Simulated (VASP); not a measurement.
# Al2Cu (Khatyrkite) (I4/mcm) in VASP: further runs

Runs on Al2Cu (Khatyrkite). Level: r2SCAN. Tasks: single point.

Everything below comes from runs of VASP 6.6.1. Logs are shortened: lines on timing, memory, paths and dates and some standing lists are left out, and cuts for length are marked.

### 1 The cell of the first run

Symmetry: I4/mcm, No. 140, tetragonal system. Conventional cell: a = 5.943 Å, b = 5.943 Å, c = 4.777 Å, α = 90.00°, β = 90.00°, γ = 90.00°. Cu (site symmetry 422) has 2 Cu at 2.39 Å and 8 Al at 2.54 Å within 3.2 Å. Within 3.3 Å of Al (site symmetry m2m) lie 4 Cu at 2.54 Å and 11 Al at 2.66 to 3.17 Å.

### 2 Single point, r2SCAN

Input file POSCAR:

```
Al2Cu
1.0
   -2.9715744608      2.9715744608      2.3887207261
    2.9715744608     -2.9715744608      2.3887207261
    2.9715744608      2.9715744608     -2.3887207261
Cu Al
2 4
Direct
    0.2500000000      0.2500000000      0.0000000000
    0.7500000000      0.7500000000      0.0000000000
    0.3419000000      0.1581000000      0.5000000000
    0.8419000000      0.3419000000      0.1838000000
    0.6581000000      0.8419000000      0.5000000000
    0.1581000000      0.6581000000      0.8162000000
```

Input file INCAR.step1:

```
SYSTEM = Al2Cu
ALGO = Normal
EDIFF = 1E-4
ENCUT = 520
GGA = PE
ISMEAR = -1
LASPH = .TRUE.
LCHARG = .FALSE.
LREAL = .FALSE.
LWAVE = .TRUE.
NBANDS = 26
NELM = 80
PREC = Accurate
SIGMA = 0.05
```

Input file INCAR.step2:

```
SYSTEM = Al2Cu
ALGO = Normal
EDIFF = 1E-6
ENCUT = 520
ISIF = 2
ISMEAR = -1
ISTART = 1
LASPH = .TRUE.
LCHARG = .TRUE.
LELF = .TRUE.
LMIXTAU = .TRUE.
LREAL = .FALSE.
LVHAR = .TRUE.
LWAVE = .FALSE.
METAGGA = R2SCAN
NBANDS = 26
NELM = 80
PREC = Accurate
SIGMA = 0.05
```

Input file KPOINTS:

```
k-points
0
G
  7 7 7
  0 0 0
```

Potentials or basis: VASP PAW PBE potentials, release 64 (Cu, Al).

The run is started by

```bash
> cat potpaw_PBE.64/Cu/POTCAR potpaw_PBE.64/Al/POTCAR > POTCAR
> cp INCAR.step1 INCAR
> mpirun -np 1 vasp_std > vasp.out
> cp INCAR.step2 INCAR
> mpirun -np 1 vasp_std > vasp.out
```

OUTCAR:

```text
SYSTEM = Al2Cu
   EDIFF = 1E-6
   ENCUT = 520
   ISIF = 2
   ISMEAR = -1
   ISTART = 1
   LASPH = .TRUE.
   LREAL = .FALSE.
   METAGGA = R2SCAN
   NELM = 80
   PREC = Accurate

 ion  position               nearest neighbor table
   1  0.250  0.250  0.000-   2 2.39   2 2.39   6 2.54   4 2.54   6 2.54   4 2.54   3 2.54   5 2.54
                             5 2.54   3 2.54
   2  0.750  0.750  0.000-   1 2.39   1 2.39   6 2.54   4 2.54   6 2.54   4 2.54   5 2.54   3 2.54
                             5 2.54   3 2.54
   3  0.342  0.158  0.500-   2 2.54   1 2.54   1 2.54   2 2.54   5 2.66   5 2.84   5 2.84   6 3.04
                             4 3.04   6 3.04   4 3.04   6 3.17   4 3.17   4 3.17   6 3.17
   4  0.842  0.342  0.184-   1 2.54   2 2.54   2 2.54   1 2.54   6 2.66   6 2.84   6 2.84   3 3.04
                             5 3.04   3 3.04   5 3.04   3 3.17   5 3.17   3 3.17   5 3.17
   5  0.658  0.842  0.500-   1 2.54   2 2.54   2 2.54   1 2.54   3 2.66   3 2.84   3 2.84   6 3.04
                             4 3.04   6 3.04   4 3.04   6 3.17   4 3.17   6 3.17   4 3.17
   6  0.158  0.658  0.816-   1 2.54   2 2.54   2 2.54   1 2.54   4 2.66   4 2.84   4 2.84   3 3.04
                             5 3.04   5 3.04   3 3.04   3 3.17   5 3.17   3 3.17   5 3.17

  LATTYP: Found a body centered tetragonal cell.
 ALAT       =     5.9431489216
 C/A-ratio  =     0.8038569309

  Lattice vectors:

 A1 = (  -2.9715744608,   2.9715744608,   2.3887207261)
 A2 = (   2.9715744608,  -2.9715744608,   2.3887207261)
 A3 = (   2.9715744608,   2.9715744608,  -2.3887207261)

Analysis of symmetry for initial positions (statically):
=====================================================================
 Subroutine PRICEL returns:
 Original cell was already a primitive cell.

 Routine SETGRP: Setting up the symmetry group for a
 body centered tetragonal supercell.

 Subroutine GETGRP returns: Found 16 space group operations
 (whereof  8 operations were pure point group operations)
 out of a pool of 16 trial point group operations.

The static configuration has the point symmetry C_4h.
 The point group associated with its full space group is D_4h.

Analysis of symmetry for dynamics (positions and initial velocities):
=====================================================================
 Subroutine PRICEL returns:
 Original cell was already a primitive cell.

 Routine SETGRP: Setting up the symmetry group for a
 body centered tetragonal supercell.

 Subroutine GETGRP returns: Found 16 space group operations
 (whereof  8 operations were pure point group operations)
 out of a pool of 16 trial point group operations.

The dynamic configuration has the point symmetry C_4h.
 The point group associated with its full space group is D_4h.

 Subroutine INISYM returns: Found 16 space group operations
 (whereof  8 operations are pure point group operations),
 and found     1 'primitive' translations

----------------------------------------------------------------------------------------

                                     Primitive cell

  volume of cell :      84.3721

  direct lattice vectors                    reciprocal lattice vectors
    -2.971574461  2.971574461  2.388720726     0.000000000  0.168260970  0.209317060
     2.971574461 -2.971574461  2.388720726     0.168260970  0.000000000  0.209317060
     2.971574461  2.971574461 -2.388720726     0.168260970  0.168260970  0.000000000

  length of vectors
     4.833890386  4.833890386  4.833890386     0.268561698  0.268561698  0.237956945

  position of ions in fractional coordinates (direct lattice)
     0.250000000  0.250000000  0.000000000
     0.750000000  0.750000000  0.000000000
     0.341900000  0.158100000  0.500000000
     0.841900000  0.341900000  0.183800000
     0.658100000  0.841900000  0.500000000
     0.158100000  0.658100000  0.816200000

  ion indices of the primitive-cell ions
   primitive index   ion index
                 1           1
                 2           2
                 3           3
                 4           4
                 5           5
                 6           6

----------------------------------------------------------------------------------------

 KPOINTS: k-points

Automatic generation of k-mesh.
 Grid dimensions read from file:
 generate k-points for:    7    7    7

 Generating k-lattice:

  Cartesian coordinates                     Fractional coordinates (reciprocal lattice)
     0.000000000  0.024037281  0.029902437     0.142857143  0.000000000 -0.000000000
     0.024037281  0.000000000  0.029902437     0.000000000  0.142857143 -0.000000000
     0.024037281  0.024037281  0.000000000     0.000000000  0.000000000  0.142857143

  Length of vectors
     0.038365957  0.038365957  0.033993849

  Shift w.r.t. Gamma in fractional coordinates (k-lattice)
     0.000000000  0.000000000  0.000000000

 Subroutine IBZKPT returns following result:
 ===========================================

 Found     40 irreducible k-points:

 Following reciprocal coordinates:
            Coordinates               Weight
  0.000000  0.000000  0.000000      1.000000
  0.142857  0.000000  0.000000      8.000000
  0.285714  0.000000 -0.000000      8.000000
  0.428571  0.000000 -0.000000      8.000000
  0.142857  0.142857  0.000000      8.000000
  0.285714  0.142857 -0.000000     16.000000
[... 16 lines left out ...]
 -0.142857  0.285714  0.142857      8.000000
 -0.428571  0.428571  0.142857      8.000000
 [... further k-points ...]
   k-points           NKPTS =     40   k-points in BZ     NKDIM =     40   number of bands    NBANDS=     26
   number of dos      NEDOS =    301   number of ions     NIONS =      6
   total plane-waves  NPLWV =  46656
   dimension x,y,z NGX =    36 NGY =   36 NGZ =   36
   dimension x,y,z NGXF=    72 NGYF=   72 NGZF=   72
   ions per type =               2   4
   NGX,Y,Z   is equivalent  to a cutoff of  12.38, 12.38, 12.38 a.u.
   NGXF,Y,Z  is equivalent  to a cutoff of  24.76, 24.76, 24.76 a.u.
 SYSTEM =  Al2Cu
   PREC   = accura    normal or accurate (medium, high low for compatibility)
   ISTART =      1    job   : 0-new  1-cont  2-samecut
   ICHARG =      0    charge: 1-file 2-atom 10-const
   ISPIN  =      1    spin polarized calculation?
   LNONCOLLINEAR =      F non collinear calculations
   LSORBIT =      F    spin-orbit coupling
   LASPH  =      T    aspherical Exc in radial PAW
   ENCUT  =  520.0 eV  38.22 Ry    6.18 a.u.   8.99  8.99  8.99*2*pi/ulx,y,z
   NELM   =     80;   NELMIN=  2; NELMDL=  0     # of ELM steps
   EDIFF  = 0.1E-05   stopping-criterion for ELM
   LREAL  =      F    real-space projection
   EDIFFG = 0.1E-04   stopping-criterion for IOM
   NSW    =      0    number of steps for IOM
   IBRION =     -1    ionic relax: 0-MD 1-quasi-New 2-CG
   NFREE  =      0    steps in history (QN), initial steepest desc. (CG)
   ISIF   =      2    stress and relaxation
   ISYM   =      2    0-nonsym 1-usesym 2-fastsym
   POTIM  = 0.5000    time-step for ionic-motion
   TEBEG  =    0.0;   TEEND  =   0.0 temperature during run
   PSTRESS=    0.0 pullay stress
   NELECT =      34.0000    total number of electrons
   NUPDOWN=      -1.0000    fix difference up-down
   EMIN   =  10.00;   EMAX   =-10.00  energy-range for DOS
   EFERMI =   0.00;   METHOD = LEGACY
   ISMEAR =    -1;   SIGMA  =   0.05  broadening in eV -4-tet -1-fermi 0-gaus
   EFERMI_NEDOS =   21; number of points for ismear=-14 and -15
   IALGO  =     38    algorithm
   IMIX   =      4    mixing-type and parameters
     AMIX     =   0.40;   BMIX     =  1.00
     AMIX_MAG =   1.60;   BMIX_MAG =  1.00
  volume/ion in A,a.u.               =      14.06        94.90
  Fermi-wavevector in a.u.,A,eV,Ry     =   1.209210  2.285075 19.894275  1.462188
  Thomas-Fermi vector in A             =   2.344794
   LORBIT       =      0    0 simple, 1 ext, 2 COOP (PROOUT), +10 PAW based schemes
   METAGGA = R2SCAN    functional components
   LHFCALC =     F    Hartree Fock is set to
   AEXX    =    0.0000 exact exchange contribution
   IVDW    =     0    specifies the selected vdW correction
   LEPSILON=     F    determine dielectric tensor
   LRPA    =     F    only Hartree local field effects (RPA)
 non-spin polarized calculation
  energy-cutoff  :      520.00
  volume of cell :       84.37
 maximum number of plane-waves:      2286
   NGX = 17   NGY = 17   NGZ = 17

 number of electron      34.0000042 magnetization

 Free energy of the ion-electron system (eV)
  ---------------------------------------------------
  ext. energy  EPLUGINS =         0.00000000
  ---------------------------------------------------
  free energy    TOTEN  =       -49.53102801 eV

  energy without entropy =      -49.52120984  energy(sigma->0) =      -49.52611892

 E-fermi :   8.6794     XC(G=0): -11.9767

 val. band max:        8.5550791942   @ k =   0.1429   0.0000   0.0000
 cond. band min:       8.6835485912   @ k =   0.0000   0.0000   0.0000
 fundamental gap:      0.1284693969
 Fermi energy:         8.6794374155

 k-point     1 :       0.0000    0.0000    0.0000
  band No.  band energies     occupation
      1      -3.2530      2.00000
      2       2.7629      2.00000
      3       2.9660      2.00000
      4       2.9662      2.00000
      5       3.0175      2.00000
      6       3.9719      2.00000
[... 18 lines left out ...]
     25      14.4478      0.00000
     26      14.9871      0.00000

 k-point     2 :       0.1429    0.0000    0.0000
  band No.  band energies     occupation
      1      -3.0180      2.00000
      2       2.7363      2.00000
      3       2.8894      2.00000
      4       2.9497      2.00000
      5       3.0630      2.00000
      6       3.9253      2.00000
[... 18 lines left out ...]
     25      14.7159      0.00000
     26      15.4148      0.00000

 k-point     3 :       0.2857    0.0000   -0.0000
  band No.  band energies     occupation
      1      -2.3187      2.00000
      2       2.0426      2.00000
      3       2.6969      2.00000
      4       2.8943      2.00000
      5       3.1506      2.00000
      6       3.7400      2.00000
[... 18 lines left out ...]
     25      15.6663      0.00000
     26      15.8987      0.00000

 k-point     4 :       0.4286    0.0000   -0.0000
  band No.  band energies     occupation
      1      -1.1759      2.00000
      2       0.3550      2.00000
      3       2.7138      2.00000
      4       2.7994      2.00000
      5       3.2300      2.00000
      6       3.4486      2.00000
[... 18 lines left out ...]
     25      16.0621      0.00000
     26      16.3066      0.00000

 k-point     5 :       0.1429    0.1429    0.0000
  band No.  band energies     occupation
      1      -2.5006      2.00000
      2       2.5148      2.00000
      3       2.7069      2.00000
      4       2.7292      2.00000
      5       3.3670      2.00000
      6       3.6486      2.00000
[... 18 lines left out ...]
     25      14.7415      0.00000
     26      16.6519      0.00000

 k-point     6 :       0.2857    0.1429   -0.0000
  band No.  band energies     occupation
      1      -1.5310      2.00000
      2       1.1482      2.00000
      3       2.1343      2.00000
      4       2.6746      2.00000
      5       3.4948      2.00000
      6       3.6926      2.00000
[... 427 lines left out ...]
 k-point    21 :       0.4286    0.2857    0.1429
  band No.  band energies     occupation
      1      -1.0690      2.00000
      2       0.1384      2.00000
      3       1.9011      2.00000
      4       2.2444      2.00000
      5       3.4580      2.00000
      6       3.5488      2.00000
[... 18 lines left out ...]
     25      15.6371      0.00000
     26      17.1828      0.00000

 k-point    22 :      -0.2857    0.2857    0.1429
  band No.  band energies     occupation
      1      -2.3381      2.00000
      2       1.2307      2.00000
      3       2.7940      2.00000
      4       2.8860      2.00000
      5       3.1528      2.00000
      6       3.4820      2.00000
[... 18 lines left out ...]
     25      13.9562      0.00000
     26      17.4813      0.00000

 k-point    23 :      -0.1429    0.2857    0.1429
  band No.  band energies     occupation
      1      -2.2875      2.00000
      2       2.1341      2.00000
      3       2.3180      2.00000
      4       2.5137      2.00000
      5       3.0884      2.00000
      6       3.4982      2.00000
[... 18 lines left out ...]
     25      15.5924      0.00000
     26      15.9011      0.00000

 k-point    24 :      -0.4286    0.4286    0.1429
  band No.  band energies     occupation
      1      -1.4431      2.00000
      2      -0.2151      2.00000
      3       2.8235      2.00000
      4       3.0311      2.00000
      5       3.2993      2.00000
      6       3.4070      2.00000
[... 18 lines left out ...]
     25      15.2988      0.00000
     26      15.6880      0.00000

 [... further k-points ...]
[... 5 lines left out ...]
  --------------------------------------------------------------------------------------
  -------------------------------------------------------------------------------------
  Total        1.4226390      1.4226390      1.5085106      0.0000000      0.0000000      0.0000000
  in kB       27.0151073     27.0151073     28.6457601      0.0000000      0.0000000      0.0000000
  external PRESSURE =      27.5586582 kB  Pullay stress =       0.0000000 kB

 VOLUME and BASIS-vectors are now :
 -----------------------------------------------------------------------------
  energy-cutoff  :      520.00
  volume of cell :       84.37
      direct lattice vectors                 reciprocal lattice vectors
    -2.971574461  2.971574461  2.388720726     0.000000000  0.168260970  0.209317060
     2.971574461 -2.971574461  2.388720726     0.168260970  0.000000000  0.209317060
     2.971574461  2.971574461 -2.388720726     0.168260970  0.168260970  0.000000000

 POSITION                                       TOTAL-FORCE (eV/Angst)
 -----------------------------------------------------------------------------------
      0.00000      0.00000      1.19436        -0.000000      0.000000     -0.000000
      0.00000      0.00000      3.58308        -0.000000      0.000000     -0.000000
      0.93961      2.03196      0.00000         0.040960     -0.040960      0.000000
     -0.93961      2.03196      2.38872        -0.040960     -0.040960      0.000000
      2.03196      0.93961      2.38872        -0.040960      0.040960      0.000000
      3.91119      0.93961     -0.00000         0.040960      0.040960     -0.000000
 -----------------------------------------------------------------------------------
    total drift:                                0.000000      0.000000      0.000000

  FREE ENERGIE OF THE ION-ELECTRON SYSTEM (eV)
  ---------------------------------------------------
  free  energy   TOTEN  =       -49.5310280097 eV

  energy  without entropy=      -49.5212098365  energy(sigma->0) =      -49.52611892
```

It took 2.5 min on 1 thread of Intel Xeon 6975P-C (Granite Rapids), shared host; peak memory 0.25 GiB.

What came out:

```yaml
Free_energy: -49.5310 eV
Pressure: 2.8 GPa
Largest_force: 0.058 eV/Å
Band_gap_on_the_k_mesh: zero (band 17 reaches 10.74 eV, above the bottom of band 18 at 6.79 eV)
```

Forces in eV/Å, atoms in the order of the input:
```
Cu   0.000  0.000  0.000
Cu   0.000  0.000  0.000
Al   0.041 -0.041  0.000
Al  -0.041 -0.041  0.000
Al  -0.041  0.041  0.000
Al   0.041  0.041  0.000
```

Caveat: the PAW data sets were made with another functional, which shifts forces and pressure a little.

### 3 Single point, r2SCAN

This run uses another cell than the first one, of 14.36 Å³/atom, 1.021 times its volume.

Changes to POSCAR since step 2:

```diff
@@ -2,5 +2,5 @@
 1.0
-   -2.9715744608      2.9715744608      2.3887207261
-    2.9715744608     -2.9715744608      2.3887207261
-    2.9715744608      2.9715744608     -2.3887207261
+   -2.9925017310      2.9925017310      2.4055432573
+    2.9925017310     -2.9925017310      2.4055432573
+    2.9925017310      2.9925017310     -2.4055432573
 Cu Al
```

Input file INCAR.step1:

```
PREC     = Accurate       # precision mode
ENCUT    = 520            # plane-wave cutoff, eV
ISMEAR   = -1             # smearing method
SIGMA    = 0.05           # smearing width, eV
LREAL    = F              # projectors in reciprocal space
LASPH    = T              # aspherical terms in the spheres
NELM     = 60             # most SCF steps
NBANDS   = 26             # bands
GGA      = PE             # functional
ALGO     = Normal         # electronic algorithm
EDIFF    = 1E-4           # SCF threshold, eV
LWAVE    = T              # write WAVECAR
LCHARG   = F              # write CHGCAR
```

Input file INCAR.step2:

```
PREC     = Accurate       # precision mode
ENCUT    = 520            # plane-wave cutoff, eV
EDIFF    = 1E-6           # SCF threshold, eV
ISMEAR   = -1             # smearing method
SIGMA    = 0.05           # smearing width, eV
LREAL    = F              # projectors in reciprocal space
LASPH    = T              # aspherical terms in the spheres
NELM     = 60             # most SCF steps
ALGO     = Normal         # electronic algorithm
ISIF     = 2              # what is computed and relaxed
LWAVE    = F              # write WAVECAR
LCHARG   = F              # write CHGCAR
METAGGA  = R2SCAN         # meta-GGA
LMIXTAU  = T            
NBANDS   = 26             # bands
ISTART   = 1
```

Input file KPOINTS:

```
regular mesh
0
Gamma
  7 7 7
```

Potentials or basis: VASP PAW PBE potentials, release 64 (Cu, Al).

The run is started by

```bash
> cat potpaw_PBE.64/Cu/POTCAR potpaw_PBE.64/Al/POTCAR > POTCAR
> cp INCAR.step1 INCAR
> mpirun -np 1 vasp_std > vasp.out
> cp INCAR.step2 INCAR
> mpirun -np 1 vasp_std > vasp.out
```

Run time: 2.6 min. Hardware: 1 thread of Intel Xeon 6975P-C (Granite Rapids), shared host; peak memory 0.26 GiB.

The run converged. Its results:

* Free energy: -49.5481 eV
* Pressure: 0.3 GPa
* Largest force: 0.067 eV/Å
* Band gap on the k mesh: zero (band 17 reaches 10.49 eV, above the bottom of band 18 at 6.57 eV)

Forces in eV/Å, atoms in the order of the input:
```
Cu   0.000  0.000  0.000
Cu   0.000  0.000  0.000
Al   0.048 -0.048  0.000
Al  -0.048 -0.048  0.000
Al  -0.048  0.048  0.000
Al   0.048  0.048  0.000
```

Stress tensor (GPa, compression positive):
```
0.22 0.00 0.00
0.00 0.22 0.00
0.00 0.00 0.33
```

Levels at points of the mesh, in eV from the Fermi level:
```csv
k point,band 15,band 16,band 17,band 18,band 19,band 20
"(0.00, 0.00, 0.00)",-1.61,-1.48,-1.48,-1.08,-0.20,-0.08
```

Caveat: the PAW data sets were made with another functional, which shifts forces and pressure a little.

[end of part 1 of 2]
